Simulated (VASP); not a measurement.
Ge: single point with r2SCAN

Crystal: Ge.

```
Ge
1.0
     1.40640   -2.61774    0.00000
     1.40640    2.61774    0.00000
     0.00000    0.00000    2.71610
Ge
1
Cartesian
  1.4064 0.0000 0.0000
```

```yaml
Program: VASP 6.6.1
Task: single point
Functional: r2SCAN
Potentials_or_basis: VASP PAW PBE potentials, release 64 (Ge_d)
Cutoff: 520 eV
k_mesh: 12 × 12 × 11
Occupations: methfessel-paxton, width 0.15 eV
Spin: no spin polarisation
```

```yaml
Pressure: -4.5 GPa
Band_gap_on_the_k_mesh: zero (bands 7 and 8 overlap by 10.15 eV)
```

Stress tensor (GPa, compression positive):
```
-3.70  0.00  0.00
 0.00 -6.82  0.00
 0.00  0.00 -2.98
```

Levels at points of the mesh, in eV from the Fermi level:
```csv
k point,band 4,band 5,band 6,band 7,band 8,band 9,band 10,band 11
"(0.00, 0.00, 0.00)",-25.30,-25.28,-13.38,6.84,7.32,8.88,10.45,13.11
"(0.50, 0.00, 0.00)",-25.31,-25.31,-8.14,-5.49,3.52,7.83,10.83,17.22
"(0.50, 0.50, 0.00)",-25.32,-25.29,-9.04,-5.70,5.36,9.52,10.13,16.47
```

It took 2.9 min on 1 thread of Intel Xeon 8259CL, with other jobs on the host, peak memory 0.19 GiB.

Caveat: the cell stands under tension; the PAW data sets were made with another functional, which shifts forces and pressure a little.
